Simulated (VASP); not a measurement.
A run of VASP 6.6.1 is set up as follows.

INCAR

```
PREC = Accurate ; ENCUT = 520
EDIFF = 1E-6 ; ISMEAR = -1
SIGMA = 0.02 ; LREAL = F
LASPH = T ; NELM = 150
ALGO = Normal ; ISIF = 2
LWAVE = F ; LCHARG = F
ISPIN = 2 ; MAGMOM = 0 1 0 0 0
LORBIT = 11 ; LMAXMIX = 4
GGA = PE ; NBANDS = 32
```

File KPOINTS:

```
Automatic mesh
0
Gamma
  5 5 5
```

Contents of POSCAR:

```
BaTiO3
1.0
    3.9998000000      0.0000000000      0.0000000000
    0.0000000000      3.9998000000      0.0000000000
    0.0000000000      0.0000000000      4.0180000000
Ba Ti O
1 1 3
Direct
    0.0000000000      0.0000000000      0.0000000000
    0.5000000000      0.5000000000      0.4900000000
    0.5000000000      0.5000000000      0.0190000000
    0.5000000000      0.0000000000      0.5170000000
    0.0000000000      0.5000000000      0.5170000000
```

Potentials or basis: VASP PAW PBE potentials, release 64 (Ba_sv, Ti_sv, O).

Launch:

```console
$ cat potpaw_PBE.64/Ba_sv/POTCAR potpaw_PBE.64/Ti_sv/POTCAR potpaw_PBE.64/O/POTCAR > POTCAR
$ mpirun -np 1 vasp_std > vasp.out
```

Estimate the net moment.

0.00 μB per cell.

What does it give for the largest force?

0.280 eV/Å.

What does it give for the band gap on the k mesh?

1.93 eV, indirect (least direct gap 2.06 eV).

Forces in eV/Å, atoms in the order of the input:
```
Ba   0.000  0.000  0.075
Ti   0.000  0.000 -0.133
O    0.000  0.000  0.280
O    0.000  0.000 -0.111
O    0.000  0.000 -0.111
```

Caveat: spin-orbit coupling is left out, which moves the levels of the heavy elements. As with any semilocal functional, this PBE gap is likely too small.
